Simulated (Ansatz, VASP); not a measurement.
**One calculation of TiO2, two programs**

The input INCAR:

```
PREC = Accurate ; ENCUT = 520
EDIFF = 1E-8 ; ISMEAR = -1
SIGMA = 0.02 ; LREAL = False
LASPH = True ; NELM = 100
ALGO = Normal ; ISIF = 2
LWAVE = False ; LCHARG = False
GGA = PE ; LEFG = True
NBANDS = 60
```

KPOINTS

```
Automatic mesh
0
Gamma
  5 4 4
```

Contents of POSCAR:

```
TiO2
1.0
    4.5150000000      0.0000000000      0.0000000000
    0.0000000000      5.4970000000      0.0000000000
    0.0000000000      0.0000000000      4.9883900000
Ti O
4 8
Direct
    0.0000000000      0.1745283019      0.2500000000
    0.5000000000      0.3254716981      0.7500000000
    0.0000000000      0.8254716981      0.7500000000
    0.5000000000      0.6745283019      0.2500000000
    0.2703969330      0.3819147933      0.4196939629
    0.2296030670      0.1180852067      0.9196939629
    0.7703969330      0.1180852067      0.5803060371
    0.7296030670      0.3819147933      0.0803060371
    0.7296030670      0.6180852067      0.5803060371
    0.7703969330      0.8819147933      0.0803060371
    0.2296030670      0.8819147933      0.4196939629
    0.2703969330      0.6180852067      0.9196939629
```

Input for Ansatz:

```yaml
crystal:
  lattice:
    - [4.515, 0.0, 0.0]
    - [0.0, 5.497, 0.0]
    - [0.0, 0.0, 4.98839]
  atoms:
    - { symbol: Ti, position: [0.0, 0.1745283019, 0.25] }
    - { symbol: Ti, position: [0.5, 0.3254716981, 0.75] }
    - { symbol: Ti, position: [0.0, 0.8254716981, 0.75] }
    - { symbol: Ti, position: [0.5, 0.6745283019, 0.25] }
    - { symbol: O, position: [0.270396933, 0.3819147933, 0.4196939629] }
    - { symbol: O, position: [0.229603067, 0.1180852067, 0.9196939629] }
    - { symbol: O, position: [0.770396933, 0.1180852067, 0.5803060371] }
    - { symbol: O, position: [0.729603067, 0.3819147933, 0.0803060371] }
    - { symbol: O, position: [0.729603067, 0.6180852067, 0.5803060371] }
    - { symbol: O, position: [0.770396933, 0.8819147933, 0.0803060371] }
    - { symbol: O, position: [0.229603067, 0.8819147933, 0.4196939629] }
    - { symbol: O, position: [0.270396933, 0.6180852067, 0.9196939629] }
kpoints:
  mp_grid: { grid: [5, 4, 4] }
scf:
  occupations: { method: fermi_dirac, width: 0.02 }
hamiltonian:
  xc: pbe
  pseudopotentials: { kind: paw, frozen_core: stored }
output:
  forces: true
  stress: true
  populations: true
  efg: { quadrupole_moments_barn: { Ti: 0.247, O: -0.02558 } }
```

Change from the starting cell: z stretched by +1 %.

Alike in both runs: task electric field gradients; functional PBE; k mesh 5 × 4 × 4; occupations fermi-dirac, width 0.02 eV; no spin polarisation.

|  | VASP | Ansatz |
| --- | --- | --- |
| version | VASP 6.6.1 | Ansatz 0.2.0 |
| potentials or method | VASP PAW PBE potentials, release 64 (Ti_sv, O) | plane-wave PAW, scalar-relativistic |
| plane-wave cutoff (eV) | 520 | 420 |
| valence electrons in the cell | 96 | 96 |

|  | VASP | Ansatz | Ansatz less VASP |
| --- | --- | --- | --- |
| gap on the k mesh at the Fermi level (eV) | 2.56 | 2.58 | +0.022 |
| pressure (GPa) | 3.3 | 2.6 | -0.71 |
| traceless stress, the component that is largest in VASP (GPa) | -3.53 | -3.60 | -0.072 |
| rms of the force components (eV/Å) | 0.025 | 0.026 | +0.0008 |
| size of Vzz on the site where it differs most (V/Å²) | 26.6 | 28.9 | +2.30 |

Atom by atom the forces differ by 0.019 eV/Å (rms over components).
